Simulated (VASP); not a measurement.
# ZrPdSe3 (Pm-3m) in VASP: a series of runs, part 2 of 3

VASP 6.6.1. The steps go on from the part before.

## Step 4: Relaxation of cell and atoms, PBE

INCAR reads:

```
SYSTEM = ZrPdSe3
PREC     = Accurate       ! precision mode
ENCUT    = 600            ! plane-wave cutoff, eV
EDIFF    = 1E-6           ! SCF threshold, eV
ISMEAR   = 0              ! smearing method
SIGMA    = 0.1            ! smearing width, eV
LREAL    = .False.        ! projectors in reciprocal space
LASPH    = .True.         ! aspherical terms in the spheres
NELM     = 100            ! most SCF steps
ALGO     = Normal         ! electronic algorithm
ISIF     = 3              ! what is computed and relaxed
LWAVE    = .False.        ! write WAVECAR
LCHARG   = .False.        ! write CHGCAR
GGA      = PE             ! functional
IBRION   = 2              ! ionic algorithm
NSW      = 90             ! ionic steps
EDIFFG   = -0.04          ! ionic threshold
```

KPOINTS reads:

```
Automatic mesh
0
Gamma
  4 4 4
  0 0 0
```

POSCAR reads:

```
ZrPdSe3
1.0
    4.7984502400      0.0000000000      0.0000000000
    0.0000000000      4.7984502400      0.0000000000
    0.0000000000      0.0000000000      4.7984502400
Zr Pd Se
1 1 3
Direct
    0.0000000000      0.0000000000      0.0000000000
    0.5000000000      0.5000000000      0.5000000000
    0.5000000000      0.0000000000      0.0000000000
    0.0000000000      0.5000000000      0.0000000000
    0.0000000000      0.0000000000      0.5000000000
```

Potentials or basis: VASP PAW PBE potentials, release 64 (Zr_sv, Pd, Se).

Run with:

```
cat potpaw_PBE.64/Zr_sv/POTCAR potpaw_PBE.64/Pd/POTCAR potpaw_PBE.64/Se/POTCAR > POTCAR
mpirun -np 1 vasp_std > vasp.out
```

OUTCAR:

```text
SYSTEM = ZrPdSe3
   PREC = Accurate
   ENCUT = 600
   EDIFF = 1E-6
   ISMEAR = 0
   LREAL = .False.
   LASPH = .True.
   NELM = 100
   ISIF = 3
   GGA = PE
   IBRION = 2
   NSW = 90
   EDIFFG = -0.04

 ion  position               nearest neighbor table
   1  0.000  0.000  0.000-   3 2.40   4 2.40   5 2.40   5 2.40   4 2.40   3 2.40
   2  0.500  0.500  0.500-
   3  0.500  0.000  0.000-   1 2.40   1 2.40
   4  0.000  0.500  0.000-   1 2.40   1 2.40
   5  0.000  0.000  0.500-   1 2.40   1 2.40

  LATTYP: Found a simple cubic cell.
 ALAT       =     4.7984502400

  Lattice vectors:

 A1 = (   4.7984502400,   0.0000000000,   0.0000000000)
 A2 = (   0.0000000000,   4.7984502400,   0.0000000000)
 A3 = (   0.0000000000,   0.0000000000,   4.7984502400)

Analysis of symmetry for initial positions (statically):
=====================================================================
 Subroutine PRICEL returns:
 Original cell was already a primitive cell.

 Routine SETGRP: Setting up the symmetry group for a
 simple cubic supercell.

 Subroutine GETGRP returns: Found 48 space group operations
 (whereof 48 operations were pure point group operations)
 out of a pool of 48 trial point group operations.

The static configuration has the point symmetry O_h .

Analysis of symmetry for dynamics (positions and initial velocities):
=====================================================================
 Subroutine PRICEL returns:
 Original cell was already a primitive cell.

 Routine SETGRP: Setting up the symmetry group for a
 simple cubic supercell.

 Subroutine GETGRP returns: Found 48 space group operations
 (whereof 48 operations were pure point group operations)
 out of a pool of 48 trial point group operations.

The dynamic configuration has the point symmetry O_h .

 Subroutine INISYM returns: Found 48 space group operations
 (whereof 48 operations are pure point group operations),
 and found     1 'primitive' translations

----------------------------------------------------------------------------------------

                                     Primitive cell

  volume of cell :     110.4849

  direct lattice vectors                    reciprocal lattice vectors
     4.798450240  0.000000000  0.000000000     0.208400619  0.000000000  0.000000000
     0.000000000  4.798450240  0.000000000     0.000000000  0.208400619  0.000000000
     0.000000000  0.000000000  4.798450240     0.000000000  0.000000000  0.208400619

  length of vectors
     4.798450240  4.798450240  4.798450240     0.208400619  0.208400619  0.208400619

  position of ions in fractional coordinates (direct lattice)
     0.000000000  0.000000000  0.000000000
     0.500000000  0.500000000  0.500000000
     0.500000000  0.000000000  0.000000000
     0.000000000  0.500000000  0.000000000
     0.000000000  0.000000000  0.500000000

  ion indices of the primitive-cell ions
   primitive index   ion index
                 1           1
                 2           2
                 3           3
                 4           4
                 5           5

----------------------------------------------------------------------------------------

 KPOINTS: Automatic mesh

Automatic generation of k-mesh.
 Grid dimensions read from file:
 generate k-points for:    4    4    4

 Generating k-lattice:

  Cartesian coordinates                     Fractional coordinates (reciprocal lattice)
     0.052100155  0.000000000  0.000000000     0.250000000  0.000000000  0.000000000
     0.000000000  0.052100155  0.000000000     0.000000000  0.250000000  0.000000000
     0.000000000  0.000000000  0.052100155     0.000000000  0.000000000  0.250000000

  Length of vectors
     0.052100155  0.052100155  0.052100155

  Shift w.r.t. Gamma in fractional coordinates (k-lattice)
     0.000000000  0.000000000  0.000000000

 Subroutine IBZKPT returns following result:
 ===========================================

 Found     10 irreducible k-points:

 Following reciprocal coordinates:
            Coordinates               Weight
  0.000000  0.000000  0.000000      1.000000
  0.250000  0.000000  0.000000      6.000000
  0.500000  0.000000  0.000000      3.000000
  0.250000  0.250000  0.000000     12.000000
  0.500000  0.250000  0.000000     12.000000
  0.500000  0.500000  0.000000      3.000000
  0.250000  0.250000  0.250000      8.000000
  0.500000  0.250000  0.250000     12.000000
  0.500000  0.500000  0.250000      6.000000
  0.500000  0.500000  0.500000      1.000000
   k-points           NKPTS =     10   k-points in BZ     NKDIM =     10   number of bands    NBANDS=     24
   number of dos      NEDOS =    301   number of ions     NIONS =      5
   total plane-waves  NPLWV =  64000
   dimension x,y,z NGX =    40 NGY =   40 NGZ =   40
   dimension x,y,z NGXF=    80 NGYF=   80 NGZF=   80
   ions per type =               1   1   3
   NGX,Y,Z   is equivalent  to a cutoff of  13.86, 13.86, 13.86 a.u.
   NGXF,Y,Z  is equivalent  to a cutoff of  27.72, 27.72, 27.72 a.u.
 SYSTEM =  ZrPdSe3
   PREC   = accura    normal or accurate (medium, high low for compatibility)
   ISTART =      0    job   : 0-new  1-cont  2-samecut
   ICHARG =      2    charge: 1-file 2-atom 10-const
   ISPIN  =      1    spin polarized calculation?
   LNONCOLLINEAR =      F non collinear calculations
   LSORBIT =      F    spin-orbit coupling
   LASPH  =      T    aspherical Exc in radial PAW
   ENCUT  =  600.0 eV  44.10 Ry    6.64 a.u.   9.58  9.58  9.58*2*pi/ulx,y,z
   NELM   =    100;   NELMIN=  2; NELMDL= -5     # of ELM steps
   EDIFF  = 0.1E-05   stopping-criterion for ELM
   LREAL  =      F    real-space projection
   EDIFFG = -.4E-01   stopping-criterion for IOM
   NSW    =     90    number of steps for IOM
   IBRION =      2    ionic relax: 0-MD 1-quasi-New 2-CG
   NFREE  =      1    steps in history (QN), initial steepest desc. (CG)
   ISIF   =      3    stress and relaxation
   ISYM   =      2    0-nonsym 1-usesym 2-fastsym
   POTIM  = 0.5000    time-step for ionic-motion
   TEBEG  =    0.0;   TEEND  =   0.0 temperature during run
   PSTRESS=    0.0 pullay stress
   NELECT =      40.0000    total number of electrons
   NUPDOWN=      -1.0000    fix difference up-down
   EMIN   =  10.00;   EMAX   =-10.00  energy-range for DOS
   EFERMI =   0.00;   METHOD = LEGACY
   ISMEAR =     0;   SIGMA  =   0.10  broadening in eV -4-tet -1-fermi 0-gaus
   EFERMI_NEDOS =   21; number of points for ismear=-14 and -15
   IALGO  =     38    algorithm
   IMIX   =      4    mixing-type and parameters
     AMIX     =   0.40;   BMIX     =  1.00
     AMIX_MAG =   1.60;   BMIX_MAG =  1.00
  volume/ion in A,a.u.               =      22.10       149.12
  Fermi-wavevector in a.u.,A,eV,Ry     =   1.166793  2.204919 18.523053  1.361406
  Thomas-Fermi vector in A             =   2.303302
   LORBIT       =      0    0 simple, 1 ext, 2 COOP (PROOUT), +10 PAW based schemes
   GGA     = PE    functional components
   LHFCALC =     F    Hartree Fock is set to
   AEXX    =    0.0000 exact exchange contribution
   IVDW    =     0    specifies the selected vdW correction
   LEPSILON=     F    determine dielectric tensor
   LRPA    =     F    only Hartree local field effects (RPA)
 conjugate gradient relaxation of ions
 non-spin polarized calculation
 Gauss-broadening in eV      SIGMA  =   0.10
  energy-cutoff  :      600.00
  volume of cell :      110.48
 maximum number of plane-waves:      3743
 NGX is ok and might be reduce to    40
   NGX = 19   NGY = 19   NGZ = 19

--------------------------------------- Ionic step        1  -------------------------------------------

 number of electron      39.9999995 magnetization

 Free energy of the ion-electron system (eV)
  ---------------------------------------------------
  ext. energy  EPLUGINS =         0.00000000
  ---------------------------------------------------
  free energy    TOTEN  =       -22.95628908 eV

  energy without entropy =      -22.90697381  energy(sigma->0) =      -22.93163144

 E-fermi :   5.2531     XC(G=0): -10.2214

 val. band max:        5.2182087711   @ k =   0.5000   0.5000   0.2500
 cond. band min:       5.2750303331   @ k =   0.2500   0.2500   0.2500
 fundamental gap:      0.0568215620
 Fermi energy:         5.2531143780

 k-point     1 :       0.0000    0.0000    0.0000
  band No.  band energies     occupation
      1     -43.1554      2.00000
      2     -21.5192      2.00000
      3     -21.5192      2.00000
      4     -21.5192      2.00000
      5      -8.7582      2.00000
      6      -7.3919      2.00000
[... 334 lines left out ...]
  energy  without entropy=      -23.8499296568  energy(sigma->0) =      -23.88330858

--------------------------------------- Ionic step        3  -------------------------------------------

 number of electron      40.0000015 magnetization

 Free energy of the ion-electron system (eV)
  ---------------------------------------------------
  ext. energy  EPLUGINS =         0.00000000
  ---------------------------------------------------
  free energy    TOTEN  =       -24.55096752 eV

  energy without entropy =      -24.49454823  energy(sigma->0) =      -24.52275788

 E-fermi :   2.9401     XC(G=0):  -9.1374

 val. band max:        2.8673518999   @ k =   0.5000   0.0000   0.0000
 cond. band min:       2.9418936669   @ k =   0.5000   0.5000   0.2500
 fundamental gap:      0.0745417670
 Fermi energy:         2.9400862005

 k-point     1 :       0.0000    0.0000    0.0000
  band No.  band energies     occupation
      1     -46.2100      2.00000
      2     -24.2917      2.00000
      3     -24.2917      2.00000
      4     -24.2917      2.00000
      5      -9.9924      2.00000
      6      -9.0498      2.00000
[... 291 lines left out ...]
  FREE ENERGIE OF THE ION-ELECTRON SYSTEM (eV)
  ---------------------------------------------------
  free  energy   TOTEN  =       -24.5509675173 eV

  energy  without entropy=      -24.4945482338  energy(sigma->0) =      -24.52275788

 reached required accuracy - stopping structural energy minimisation
```

Run time: 54 s. Hardware: 1 thread of Intel Xeon 6975P-C (Granite Rapids), shared host; peak memory 0.26 GiB.

Results:

```yaml
Free_energy: -24.5510 eV
Relaxed_volume: 27.92 Å³/atom
Relaxed_cell: a = 5.187 Å, b = 5.187 Å, c = 5.187 Å, α = 90.00°, β = 90.00°, γ = 90.00°
Space_group_after_relaxing_to_0.05_Å: Pm-3m (No. 221)
Energy_gained_by_relaxing: 318.9 meV/atom
Ionic_steps: 3
Pressure_after_relaxing: -0.1 GPa
Band_gap_on_the_k_mesh: zero (band 20 reaches 3.38 eV, above the bottom of band 21 at 2.73 eV)
```

Step by step:
| step | energy change (eV) | largest force (eV/Å) | pressure (GPa) | volume (Å³) |
| --- | --- | --- | --- | --- |
| 1 | 0.0000 | 0.0000 | 21.70 | 110.48 |
| 2 | -0.9604 | 0.0000 | -6.61 | 165.57 |
| 3 | -1.5947 | 0.0000 | -0.09 | 139.58 |

Final structure:
```
Zr Pd Se
1.0
     5.18725    0.00000    0.00000
     0.00000    5.18725    0.00000
     0.00000    0.00000    5.18725
Zr Pd Se
1 1 3
Cartesian
  0.0000 0.0000 0.0000
  2.5936 2.5936 2.5936
  2.5936 0.0000 0.0000
  0.0000 2.5936 0.0000
  0.0000 0.0000 2.5936
```

Levels at points of the mesh, in eV from the Fermi level:
| k point | band 16 | band 17 | band 18 | band 19 | band 20 | band 21 | band 22 | band 23 |
| --- | --- | --- | --- | --- | --- | --- | --- | --- |
| (0.00, 0.00, 0.00) | -0.78 | -0.77 | -0.77 | -0.21 | -0.21 | -0.21 | 0.75 | 0.75 |
| (0.50, 0.00, 0.00) | -0.86 | -0.73 | -0.67 | -0.07 | 0.08 | 0.08 | 0.71 | 2.65 |
| (0.50, 0.50, 0.00) | -0.76 | -0.66 | -0.65 | -0.36 | -0.36 | 0.59 | 2.16 | 2.94 |
| (0.50, 0.50, 0.50) | -0.70 | -0.65 | -0.65 | 0.44 | 0.44 | 0.44 | 1.01 | 3.20 |

Caveat: the volume moved by over 15 % at a fixed basis, so the end points are rough.

(Part 2 of 3 ends here.)
